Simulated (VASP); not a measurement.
# Sr3Zn2H: single point with PBE

Crystal: Sr3Zn2H.

```
Sr Zn H
1.0
     6.20145    0.00000    0.00000
    -3.10072    5.37061    0.00000
     0.00000    0.00000    4.25106
Sr Zn H
3 2 1
Direct
  0.14985 0.85015 0.00000
  0.14985 0.29970 0.00000
  0.70030 0.85015 0.00000
  0.33333 0.66667 0.71484
  0.33333 0.66667 0.28516
  0.00000 0.00000 0.00000
```

The cell was generated, and may not be a known phase.

```yaml
Program: VASP 6.6.1
Task: single point
Functional: PBE
Potentials_or_basis: VASP PAW PBE potentials, release 64 (Sr_sv, Zn, H)
Cutoff: 520 eV
k_mesh: 3 × 3 × 4
Occupations: gaussian, width 0.1 eV
Spin: no spin polarisation
Dipole_correction: no
Further_INCAR_settings: ALGO = Normal; EDIFF = 1e-06; NBANDS = 36
```

The pressure is 49.8 GPa. The largest force is 2.892 eV/Å and the band gap on the k mesh is zero (an odd number of electrons rules out a gap without spin polarisation).

Forces in eV/Å, atoms in the order of the input:
```
Sr  -1.290  0.745  0.000
Sr   0.000 -1.490  0.000
Sr   1.290  0.745  0.000
Zn   0.000  0.000  2.892
Zn   0.000  0.000 -2.892
H    0.000  0.000  0.000
```

Stress tensor (GPa, compression positive):
```
54.76  0.00  0.00
 0.00 54.76  0.00
 0.00  0.00 40.02
```

Levels at points of the mesh, in eV from the Fermi level:
```tsv
k point	band 26	band 27	band 28	band 29	band 30	band 31
(0.00, 0.00, 0.00)	-1.14	-0.81	-0.59	0.89	2.04	2.04
(0.00, 0.00, 0.50)	-0.36	-0.32	-0.32	0.43	0.43	2.07
```

Wall time 55 s on 1 thread of Oxide Virtual Turin-like Processor, with other jobs on the host, peak memory 0.24 GiB.

Caveat: the k points lie up to 0.39 Å⁻¹ apart, too coarse for converged energies and pressures of a metal; forces of over 1 eV/Å act on the atoms, so gaps and moduli don't describe the material at rest.
